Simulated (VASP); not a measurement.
The system is B.

```
B
1.0
     2.33704    0.00000    0.00000
    -1.16852    2.02394    0.00000
     0.00000    0.00000    6.36511
B
4
Cartesian
  0.0000 0.0000 1.5913
  0.0000 0.0000 4.7738
  0.0000 1.3493 4.7738
  1.1685 0.6746 1.5913
```

| Property | Result |
| --- | --- |
| Program | VASP 6.6.1 |
| Task | relaxation of cell and atoms |
| Functional | r2SCAN |
| Potentials or basis | VASP PAW PBE potentials, release 64 (B) |
| Cutoff | 600 eV |
| k mesh | 9 × 9 × 4 |
| Occupations | gaussian, width 0.1 eV |
| Spin | no spin polarisation |

At the start: pressure 181.7 GPa; volume 7.53 Å³/atom.

Question: How do energy, volume and symmetry change on relaxing?

Answer: Over 16 steps the energy falls by 2869.8 meV/atom and the volume is 8.00 Å³/atom (+6.3 %); space group P6_3/mmc (No. 194, to 0.05 Å).

The path:
| step | energy change (eV) | largest force (eV/Å) | pressure (GPa) | volume (Å³) |
| --- | --- | --- | --- | --- |
| 1 | 0.0000 | 0.0000 | 181.65 | 30.11 |
| 2 | -3.9842 | 0.0000 | -29.57 | 78.97 |
| 3 | -10.2378 | 0.0000 | -8.17 | 49.73 |
| 4 | -10.2742 | 0.0000 | -5.38 | 48.74 |
| 5 | -10.2845 | 0.0000 | -2.46 | 47.81 |
| 6 | -10.2832 | 0.0000 | -3.76 | 48.21 |
| 7 | -10.3585 | 0.0000 | -4.07 | 46.99 |
| 8 | -10.6207 | 0.0000 | -4.40 | 43.30 |
| 9 | -11.2667 | 0.0000 | -4.74 | 35.81 |
| 10 | -3.9952 | 0.0000 | 153.13 | 20.35 |
| 11 | -11.3588 | 0.0000 | -4.10 | 34.73 |
| 12 | -11.4358 | 0.0000 | 3.39 | 30.69 |
| 13 | -11.4746 | 0.0000 | -1.30 | 32.49 |
| 14 | -11.4788 | 0.0000 | -0.46 | 32.11 |
| 15 | -11.4788 | 0.0000 | 0.30 | 31.78 |
| 16 | -11.4792 | 0.0000 | -0.08 | 31.99 |

Final structure:
```yaml
crystal:
  lattice:
    - [2.98488, 0.00000, 0.00000]
    - [-1.49244, 2.58498, 0.00000]
    - [0.00000, 0.00000, 4.14640]
  atoms:
    - { symbol: B, position: [0.00000, 0.00000, 0.25000] }
    - { symbol: B, position: [0.00000, 0.00000, 0.75000] }
    - { symbol: B, position: [0.33333, 0.66667, 0.75000] }
    - { symbol: B, position: [0.66667, 0.33333, 0.25000] }
```

Caveat: the PAW data sets were made with another functional, which shifts forces and pressure a little.
